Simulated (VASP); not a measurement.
## Sn: density of states with LDA

The system is Sn.

```
CELL_PARAMETERS angstrom
-1.60544 1.60544 1.60544
1.60544 -1.60544 1.60544
1.60544 1.60544 -1.60544
ATOMIC_POSITIONS crystal
Sn 0.00000 0.00000 0.00000
```

This cell differs from its parent crystal: volume scaled by 0.65.

```
Program                 : VASP 6.6.1
Task                    : density of states
Functional              : LDA
Potentials or basis     : VASP PAW LDA potentials, release 64 (Sn_d)
Cutoff                  : 520 eV
k mesh                  : 14 × 14 × 14
Occupations             : fermi-dirac, width 0.08 eV
Spin                    : no spin polarisation
Dipole correction       : no
k mesh for the DOS      : 21 × 21 × 21
Occupations for the DOS : tetrahedron
Further INCAR settings  : ALGO = Normal; EDIFF = 1e-07
```

| Property | Result |
| --- | --- |
| Valence electrons inside the program's atomic spheres | Sn 12.81 |

Levels at points of the mesh, in eV from the Fermi level:
```tsv
k point	band 5	band 6	band 7	band 8	band 9	band 10
(0.00, 0.00, 0.00)	-21.78	-15.80	12.66	12.66	12.66	13.66
```

It took 56 s on 1 thread of Intel(R) Xeon(R) Platinum 8259CL CPU @ 2.50GHz (Skylake/Cascade Lake), with other jobs on the host, peak memory 0.19 GiB.

Caveat: spin-orbit coupling is left out, which moves the levels of the heavy elements.
